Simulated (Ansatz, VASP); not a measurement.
One calculation of CuO, two programs

```
O Cu
1.0
     2.94879    0.00000    0.00000
     0.00760    2.94878    0.00000
     0.00000    0.00000   24.01443
O Cu
4 4
Cartesian
  1.4782 1.4749 7.5000
  1.4792 1.4749 10.0756
  1.4792 1.4759 12.6511
  1.4802 1.4759 15.2267
  1.4749 0.0005 8.7878
  0.0048 1.4754 11.3633
  1.4759 0.0015 13.9389
  0.0059 1.4765 16.5144
```

Alike in both runs: task single point; functional PBE; k mesh 12 × 12 × 1; occupations gaussian, width 0.1 eV; no spin polarisation.

```csv
,VASP,Ansatz
version,VASP 6.6.1,Ansatz 0.2.0
potentials or method,"VASP PAW PBE potentials, release 64 (O, Cu), cutoff 520 eV","scalar-relativistic, plane waves, PAW"
valence electrons in the cell,68,100
```

Ansatz gave:

| Item | Value |
| --- | --- |
| gap on the k mesh at the Fermi level (eV) | none |
| rms of the force components (eV/Å) | 0.615 |
| work function, face that differs most (eV) | 8.48 |

**Question.** What did VASP give for the same quantities?

**Answer.** gap on the k mesh at the Fermi level (eV): none; rms of the force components (eV/Å): 0.591; work function, face that differs most (eV): 8.50.

A gap of «none» marks a metal or a gap that the smearing closes. With one functional, cell and mesh, what is left measures potentials, basis and numerics. VASP's potentials hold 68 valence electrons a cell and Ansatz's 100, so a difference there can come from the potentials and not from the codes. Ansatz's warnings: xc potential rough in thin density.
